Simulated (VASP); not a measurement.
Here is a VASP 6.6.1 calculation.

Contents of INCAR:

```
SYSTEM = CoH4
ALGO = Normal ; EDIFF = 1E-6
ENCUT = 600 ; GGA = PE
GGA_COMPAT = .False. ; ISIF = 2
ISMEAR = 0 ; ISPIN = 2
LASPH = .True. ; LCHARG = .False.
LMAXMIX = 4 ; LORBIT = 11
LREAL = .False. ; LWAVE = .False.
MAGMOM = 3 0 0 0 0 ; NBANDS = 18
NELM = 200 ; PREC = Accurate
SIGMA = 0.15
```

File KPOINTS:

```
k-points
0
Gamma
  4 4 4
  0 0 0
```

The input POSCAR:

```
CoH4
1.0
    1.7837146648      1.0298281430      1.9896313257
   -1.7837146648      1.0298281430      1.9896313257
    0.0000000000     -2.0596562826      1.9896313275
Co H
1 4
Direct
    0.0000000000      0.0000000000      0.0000000000
    0.5000000000      0.5000000000      0.0000000000
    0.0000000000      0.5000000000      0.5000000000
    0.5000000000      0.0000000000      0.5000000000
    0.5000000000      0.5000000000      0.5000000000
```

Potentials or basis: VASP PAW PBE potentials, release 64 (Co, H).

Launch:

```sh
$ cat potpaw_PBE.64/Co/POTCAR potpaw_PBE.64/H/POTCAR > POTCAR
$ mpirun -np 1 vasp_std > vasp.out
```

(1) Predict the net moment.

(2) Estimate the site moments.

(3) Predict the pressure.

## Answers

(1) 0.64 μB per cell.

(2) Co +0.62; H -0.00, +0.01 μB.

(3) 0.4 GPa.

Caveat: the k points lie up to 0.57 Å⁻¹ apart.
